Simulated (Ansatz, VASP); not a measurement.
## One calculation of Cu, two programs

```
Cu
1.0
    -1.46178    1.46178    1.39419
     1.46178   -1.46178    1.39419
     1.46178    1.46178   -1.39419
Cu
1
Direct
  0.00000 0.00000 0.00000
```

Alike in both runs: task single point; functional PBE0; k mesh 6 × 6 × 6; occupations fermi-dirac, width 0.05 eV; no spin polarisation.

```csv
,VASP,Ansatz
version,VASP 6.6.1,Ansatz 0.2.0
potentials or method,"VASP PAW PBE potentials, release 64 (Cu)",Ansatz PAW
plane-wave cutoff (eV),520,420
valence electrons in the cell,11,19
```

Ansatz gave:

- gap on the k mesh at the Fermi level (eV): none
- pressure (GPa): 1.3
- traceless stress, the component that is largest in VASP (GPa): -2.40

Estimate VASP's values.

gap on the k mesh at the Fermi level (eV): none; pressure (GPa): 1.0; traceless stress, the component that is largest in VASP (GPa): -2.42.

A gap of «none» marks a metal or a gap that the smearing closes. VASP's potentials hold 11 valence electrons a cell and Ansatz's 19, so a difference there can come from the potentials and not from the codes.

The k mesh is coarse, so the values compare programs but aren't converged.
